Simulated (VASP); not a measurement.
Set up this calculation in VASP 6.6.1, as the native input.

```yaml
Task: single point
Functional: PBEsol
Potentials_or_basis: VASP PAW PBE potentials, release 64 (Cu, S)
Cutoff: 520 eV
k_mesh: 16 × 16 × 16
Occupations: gaussian, width 0.15 eV
Spin: no spin polarisation
Dipole_correction: no
Further_INCAR_settings: ALGO = Normal; EDIFF = 1e-06; NBANDS = 16
```

The structure of CuS lies in POSCAR:

```
CuS
1.0
    0.0000000000      2.5800301133      2.5800301133
    2.6574310167      0.0000000000      2.5800301133
    2.6574310167      2.5800301133      0.0000000000
Cu S
1 1
Direct
    0.2500000000      0.2500000000      0.2500000000
    0.0000000000      0.0000000000      0.0000000000
```

This cell differs from its parent crystal: strain +0.0300 x Voigt [1, 0, 0, 0, 0, 0].

One way to write it, as run:

INCAR

```
SYSTEM = CuS
ALGO = Normal ; EDIFF = 1E-6
ENCUT = 520 ; GGA = PS
ISIF = 2 ; ISMEAR = 0
LASPH = .TRUE. ; LCHARG = .TRUE.
LELF = .TRUE. ; LREAL = .FALSE.
LVHAR = .TRUE. ; LWAVE = .FALSE.
NBANDS = 16 ; NELM = 60
PREC = Accurate ; SIGMA = 0.15
```

KPOINTS

```
k-points
0
G
  16 16 16
  0 0 0
```

Potentials or basis: VASP PAW PBE potentials, release 64 (Cu, S).

The run is started by

```console
$ cat potpaw_PBE.64/Cu/POTCAR potpaw_PBE.64/S/POTCAR > POTCAR
$ mpirun -np 1 vasp_std > vasp.out
```

Results of the run:

The pressure is -4.2 GPa.

Caveat: the cell differs from its parent crystal (strain +0.0300 x Voigt [1, 0, 0, 0, 0, 0]); the PAW data sets were made with another functional, which shifts forces and pressure a little.

It took 2.4 min on 1 thread of Intel Xeon 6975P-C, with other jobs on the host, peak memory 0.31 GiB.
